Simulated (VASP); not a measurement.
# LaHg (Pm-3m) in VASP: further runs

LaHg is run at these levels: LDA; tasks: single point.

All numbers are computed with VASP 6.6.1; they aren't measurements. Logs are shortened: lines on timing, memory, paths and dates and some standing lists are left out, and cuts for length are marked.

### 1 The cell of the first run

It takes space group Pm-3m (No. 221, cubic). Conventional cell: a = 3.166 Å, b = 3.166 Å, c = 3.166 Å, α = 90.00°, β = 90.00°, γ = 90.00°. Within 3.6 Å of La (site symmetry m-3m) lie 8 Hg at 2.74 Å and 6 La at 3.17 Å. Hg (site symmetry m-3m) has 8 La at 2.74 Å and 6 Hg at 3.17 Å within 3.6 Å.

### 2 Single point, LDA (volume scaled by 0.55)

File INCAR:

```
PREC = Accurate
ENCUT = 520
EDIFF = 1E-6
ISMEAR = -1
SIGMA = 0.05
LREAL = False
LASPH = True
NELM = 80
ALGO = Normal
ISIF = 2
LWAVE = False
LCHARG = False
GGA = CA
NBANDS = 18
```

File KPOINTS:

```
Automatic mesh
0
Gamma
  9 9 9
```

File POSCAR:

```
LaHg
1.0
    3.1658573896      0.0000000000      0.0000000000
    0.0000000000      3.1658573896      0.0000000000
    0.0000000000      0.0000000000      3.1658573896
La Hg
1 1
Direct
    0.5000000000      0.5000000000      0.5000000000
    0.0000000000      0.0000000000      0.0000000000
```

Potentials or basis: VASP PAW LDA potentials, release 64 (La, Hg).

Launch:

```bash
> cat potpaw_LDA.64/La/POTCAR potpaw_LDA.64/Hg/POTCAR > POTCAR
> mpirun -np 1 vasp_std > vasp.out
```

OUTCAR:

```text
PREC = Accurate
   ENCUT = 520
   EDIFF = 1E-6
   ISMEAR = -1
   LREAL = False
   LASPH = True
   NELM = 80
   ISIF = 2
   GGA = CA

 ion  position               nearest neighbor table
   1  0.500  0.500  0.500-   2 2.74   2 2.74   2 2.74   2 2.74   2 2.74   2 2.74   2 2.74   2 2.74

   2  0.000  0.000  0.000-   1 2.74   1 2.74   1 2.74   1 2.74   1 2.74   1 2.74   1 2.74   1 2.74

  LATTYP: Found a simple cubic cell.
 ALAT       =     3.1658573896

  Lattice vectors:

 A1 = (   3.1658573896,   0.0000000000,   0.0000000000)
 A2 = (   0.0000000000,   3.1658573896,   0.0000000000)
 A3 = (   0.0000000000,   0.0000000000,   3.1658573896)

Analysis of symmetry for initial positions (statically):
=====================================================================
 Subroutine PRICEL returns:
 Original cell was already a primitive cell.

 Routine SETGRP: Setting up the symmetry group for a
 simple cubic supercell.

 Subroutine GETGRP returns: Found 48 space group operations
 (whereof 48 operations were pure point group operations)
 out of a pool of 48 trial point group operations.

The static configuration has the point symmetry O_h .

Analysis of symmetry for dynamics (positions and initial velocities):
=====================================================================
 Subroutine PRICEL returns:
 Original cell was already a primitive cell.

 Routine SETGRP: Setting up the symmetry group for a
 simple cubic supercell.

 Subroutine GETGRP returns: Found 48 space group operations
 (whereof 48 operations were pure point group operations)
 out of a pool of 48 trial point group operations.

The dynamic configuration has the point symmetry O_h .

 Subroutine INISYM returns: Found 48 space group operations
 (whereof 48 operations are pure point group operations),
 and found     1 'primitive' translations

----------------------------------------------------------------------------------------

                                     Primitive cell

  volume of cell :      31.7303

  direct lattice vectors                    reciprocal lattice vectors
     3.165857390  0.000000000  0.000000000     0.315870198  0.000000000  0.000000000
     0.000000000  3.165857390  0.000000000     0.000000000  0.315870198  0.000000000
     0.000000000  0.000000000  3.165857390     0.000000000  0.000000000  0.315870198

  length of vectors
     3.165857390  3.165857390  3.165857390     0.315870198  0.315870198  0.315870198

  position of ions in fractional coordinates (direct lattice)
     0.500000000  0.500000000  0.500000000
     0.000000000  0.000000000  0.000000000

  ion indices of the primitive-cell ions
   primitive index   ion index
                 1           1
                 2           2

----------------------------------------------------------------------------------------

 KPOINTS: Automatic mesh

Automatic generation of k-mesh.
 Grid dimensions read from file:
 generate k-points for:    9    9    9

 Generating k-lattice:

  Cartesian coordinates                     Fractional coordinates (reciprocal lattice)
     0.035096689  0.000000000  0.000000000     0.111111111  0.000000000  0.000000000
     0.000000000  0.035096689  0.000000000     0.000000000  0.111111111  0.000000000
     0.000000000  0.000000000  0.035096689     0.000000000  0.000000000  0.111111111

  Length of vectors
     0.035096689  0.035096689  0.035096689

  Shift w.r.t. Gamma in fractional coordinates (k-lattice)
     0.000000000  0.000000000  0.000000000

 Subroutine IBZKPT returns following result:
 ===========================================

 Found     35 irreducible k-points:

 Following reciprocal coordinates:
            Coordinates               Weight
  0.000000  0.000000  0.000000      1.000000
  0.111111  0.000000  0.000000      6.000000
  0.222222  0.000000  0.000000      6.000000
  0.333333  0.000000  0.000000      6.000000
  0.444444  0.000000  0.000000      6.000000
  0.111111  0.111111  0.000000     12.000000
[... 16 lines left out ...]
  0.333333  0.333333  0.111111     24.000000
  0.444444  0.333333  0.111111     48.000000
 [... further k-points ...]
   k-points           NKPTS =     35   k-points in BZ     NKDIM =     35   number of bands    NBANDS=     18
   number of dos      NEDOS =    301   number of ions     NIONS =      2
   total plane-waves  NPLWV =  13824
   dimension x,y,z NGX =    24 NGY =   24 NGZ =   24
   dimension x,y,z NGXF=    48 NGYF=   48 NGZF=   48
   ions per type =               1   1
   NGX,Y,Z   is equivalent  to a cutoff of  12.60, 12.60, 12.60 a.u.
   NGXF,Y,Z  is equivalent  to a cutoff of  25.21, 25.21, 25.21 a.u.
 SYSTEM =  unknown system
   PREC   = accura    normal or accurate (medium, high low for compatibility)
   ISTART =      0    job   : 0-new  1-cont  2-samecut
   ICHARG =      2    charge: 1-file 2-atom 10-const
   ISPIN  =      1    spin polarized calculation?
   LNONCOLLINEAR =      F non collinear calculations
   LSORBIT =      F    spin-orbit coupling
   LASPH  =      T    aspherical Exc in radial PAW
   ENCUT  =  520.0 eV  38.22 Ry    6.18 a.u.   5.89  5.89  5.89*2*pi/ulx,y,z
   NELM   =     80;   NELMIN=  2; NELMDL= -5     # of ELM steps
   EDIFF  = 0.1E-05   stopping-criterion for ELM
   LREAL  =      F    real-space projection
   EDIFFG = 0.1E-04   stopping-criterion for IOM
   NSW    =      0    number of steps for IOM
   IBRION =     -1    ionic relax: 0-MD 1-quasi-New 2-CG
   NFREE  =      0    steps in history (QN), initial steepest desc. (CG)
   ISIF   =      2    stress and relaxation
   ISYM   =      2    0-nonsym 1-usesym 2-fastsym
   POTIM  = 0.5000    time-step for ionic-motion
   TEBEG  =    0.0;   TEEND  =   0.0 temperature during run
   PSTRESS=    0.0 pullay stress
   NELECT =      23.0000    total number of electrons
   NUPDOWN=      -1.0000    fix difference up-down
   EMIN   =  10.00;   EMAX   =-10.00  energy-range for DOS
   EFERMI =   0.00;   METHOD = LEGACY
   ISMEAR =    -1;   SIGMA  =   0.05  broadening in eV -4-tet -1-fermi 0-gaus
   EFERMI_NEDOS =   21; number of points for ismear=-14 and -15
   IALGO  =     38    algorithm
   IMIX   =      4    mixing-type and parameters
     AMIX     =   0.40;   BMIX     =  1.00
     AMIX_MAG =   1.60;   BMIX_MAG =  1.00
  volume/ion in A,a.u.               =      15.87       107.06
  Fermi-wavevector in a.u.,A,eV,Ry     =   1.470594  2.779020 29.424591  2.162646
  Thomas-Fermi vector in A             =   2.585832
   LORBIT       =      0    0 simple, 1 ext, 2 COOP (PROOUT), +10 PAW based schemes
   GGA     = CA    functional components
   LHFCALC =     F    Hartree Fock is set to
   AEXX    =    0.0000 exact exchange contribution
   IVDW    =     0    specifies the selected vdW correction
   LEPSILON=     F    determine dielectric tensor
   LRPA    =     F    only Hartree local field effects (RPA)
 non-spin polarized calculation
  energy-cutoff  :      520.00
  volume of cell :       31.73
 maximum number of plane-waves:       870
 NGX is ok and might be reduce to    24
   NGX = 11   NGY = 11   NGZ = 11

 number of electron      23.0000003 magnetization

 Free energy of the ion-electron system (eV)
  ---------------------------------------------------
  ext. energy  EPLUGINS =         0.00000000
  ---------------------------------------------------
  free energy    TOTEN  =        -2.45401889 eV

  energy without entropy =       -2.44367037  energy(sigma->0) =       -2.44884463

 E-fermi :  13.9548     XC(G=0): -13.6101

 val. band max:       13.9010105658   @ k =   0.2222   0.2222   0.1111
 cond. band min:      14.0318420981   @ k =   0.4444   0.1111   0.1111
 fundamental gap:      0.1308315323
 Fermi energy:        13.9547985416

 k-point     1 :       0.0000    0.0000    0.0000
  band No.  band energies     occupation
      1     -18.9239      2.00000
      2      -1.4696      2.00000
      3      -1.4696      2.00000
      4      -1.4696      2.00000
      5       2.7539      2.00000
      6       2.7539      2.00000
[... 10 lines left out ...]
     17      16.6910      0.00000
     18      16.6910      0.00000

 k-point     2 :       0.1111    0.0000    0.0000
  band No.  band energies     occupation
      1     -18.8626      2.00000
      2      -2.1492      2.00000
      3      -1.4963      2.00000
      4      -1.4963      2.00000
      5       2.8054      2.00000
      6       3.0851      2.00000
[... 10 lines left out ...]
     17      16.6254      0.00000
     18      16.6254      0.00000

 k-point     3 :       0.2222    0.0000    0.0000
  band No.  band energies     occupation
      1     -18.7015      2.00000
      2      -3.4648      2.00000
      3      -1.5640      2.00000
      4      -1.5640      2.00000
      5       2.9408      2.00000
      6       3.7871      2.00000
[... 10 lines left out ...]
     17      16.7440      0.00000
     18      16.7440      0.00000

 k-point     4 :       0.3333    0.0000    0.0000
  band No.  band energies     occupation
      1     -18.5069      2.00000
      2      -4.6348      2.00000
      3      -1.6409      2.00000
      4      -1.6409      2.00000
      5       3.1047      2.00000
      6       4.5862      2.00000
[... 10 lines left out ...]
     17      16.9673      0.00000
     18      16.9673      0.00000

 k-point     5 :       0.4444    0.0000    0.0000
  band No.  band energies     occupation
      1     -18.3723      2.00000
      2      -5.3002      2.00000
      3      -1.6911      2.00000
      4      -1.6911      2.00000
      5       3.2182      2.00000
      6       4.6911      2.00000
[... 10 lines left out ...]
     17      17.1118      0.00000
     18      17.1118      0.00000

 k-point     6 :       0.1111    0.1111    0.0000
  band No.  band energies     occupation
      1     -18.8032      2.00000
      2      -2.2944      2.00000
      3      -1.9590      2.00000
      4      -1.5068      2.00000
      5       2.9728      2.00000
      6       3.2740      2.00000
[... 307 lines left out ...]
 k-point    21 :       0.3333    0.2222    0.1111
  band No.  band energies     occupation
      1     -18.2865      2.00000
      2      -4.2010      2.00000
      3      -2.8931      2.00000
      4      -1.8277      2.00000
      5       3.5291      2.00000
      6       4.0894      2.00000
[... 10 lines left out ...]
     17      17.0550      0.00000
     18      17.3821      0.00000

 k-point    22 :       0.4444    0.2222    0.1111
  band No.  band energies     occupation
      1     -18.1714      2.00000
      2      -4.7707      2.00000
      3      -2.8061      2.00000
      4      -1.7183      2.00000
      5       3.5279      2.00000
      6       4.1044      2.00000
[... 10 lines left out ...]
     17      17.2231      0.00000
     18      17.3461      0.00000

 k-point    23 :       0.3333    0.3333    0.1111
  band No.  band energies     occupation
      1     -18.1374      2.00000
      2      -4.0279      2.00000
      3      -3.6567      2.00000
      4      -1.6491      2.00000
      5       3.5065      2.00000
      6       4.0648      2.00000
[... 10 lines left out ...]
     17      17.1640      0.00000
     18      17.5075      0.00000

 k-point    24 :       0.4444    0.3333    0.1111
  band No.  band energies     occupation
      1     -18.0356      2.00000
      2      -4.3955      2.00000
      3      -3.6133      2.00000
      4      -1.5056      2.00000
      5       3.3727      2.00000
      6       3.9419      2.00000
[... 10 lines left out ...]
     17      17.3561      0.00000
     18      17.5566      0.00000

 [... further k-points ...]
[... 5 lines left out ...]
  --------------------------------------------------------------------------------------
  -------------------------------------------------------------------------------------
  Total       23.6021524     23.6021524     23.6021524      0.0000000      0.0000000     -0.0000000
  in kB     1191.7582015   1191.7582015   1191.7582015      0.0000000      0.0000000     -0.0000000
  external PRESSURE =    1191.7582015 kB  Pullay stress =       0.0000000 kB

 VOLUME and BASIS-vectors are now :
 -----------------------------------------------------------------------------
  energy-cutoff  :      520.00
  volume of cell :       31.73
      direct lattice vectors                 reciprocal lattice vectors
     3.165857390  0.000000000  0.000000000     0.315870198  0.000000000  0.000000000
     0.000000000  3.165857390  0.000000000     0.000000000  0.315870198  0.000000000
     0.000000000  0.000000000  3.165857390     0.000000000  0.000000000  0.315870198

 POSITION                                       TOTAL-FORCE (eV/Angst)
 -----------------------------------------------------------------------------------
      1.58293      1.58293      1.58293         0.000000      0.000000      0.000000
      0.00000      0.00000      0.00000         0.000000      0.000000      0.000000
 -----------------------------------------------------------------------------------
    total drift:                               -0.000000      0.000000     -0.000000

  FREE ENERGIE OF THE ION-ELECTRON SYSTEM (eV)
  ---------------------------------------------------
  free  energy   TOTEN  =        -2.4540188885 eV

  energy  without entropy=       -2.4436703743  energy(sigma->0) =       -2.44884463
```

It took 9.3 s on 1 thread of Intel Xeon Platinum 8488C (Sapphire Rapids), shared host; peak memory 0.15 GiB.

Results:

```
Free energy : -2.4540 eV
Pressure    : 119.2 GPa
```

Caveat: spin-orbit coupling is left out, which moves the levels of the heavy elements.

### 3 Single point, LDA (volume scaled by 0.75)

File INCAR:

```
  PREC = Accurate
  ENCUT = 520
  EDIFF = 1E-6
  ISMEAR = -1
  SIGMA = 0.05
  LREAL = F
  LASPH = T
  NELM = 100
  ALGO = Normal
  ISIF = 2
  LWAVE = F
  LCHARG = F
  NBANDS = 18
```

KPOINTS is that of step 2.

File POSCAR:

```
LaHg
1.0
    3.5106769854      0.0000000000      0.0000000000
    0.0000000000      3.5106769854      0.0000000000
    0.0000000000      0.0000000000      3.5106769854
La Hg
1 1
Direct
    0.5000000000      0.5000000000      0.5000000000
    0.0000000000      0.0000000000      0.0000000000
```

Potentials or basis: VASP PAW LDA potentials, release 64 (La, Hg).

Launch:

```bash
> cat potpaw_LDA.64/La/POTCAR potpaw_LDA.64/Hg/POTCAR > POTCAR
> mpirun -np 1 vasp_std > vasp.out
```

It took 16 s on 1 thread of Intel Xeon Platinum 8488C (Sapphire Rapids), shared host; peak memory 0.17 GiB.

The run converged. Its results:

| Item | Value |
| --- | --- |
| Free energy | -6.9086 eV |
| Pressure | 25.6 GPa |

Levels at points of the mesh, in eV from the Fermi level:
| k point | band 7 | band 8 | band 9 | band 10 | band 11 | band 12 | band 13 | band 14 | band 15 | band 16 |
| --- | --- | --- | --- | --- | --- | --- | --- | --- | --- | --- |
| (0.00, 0.00, 0.00) | -8.02 | -8.00 | -8.00 | -8.00 | -0.07 | -0.07 | 2.03 | 2.03 | 2.03 | 2.11 |

Caveat: spin-orbit coupling is left out, which moves the levels of the heavy elements.

(Continued in part 2 of 2.)
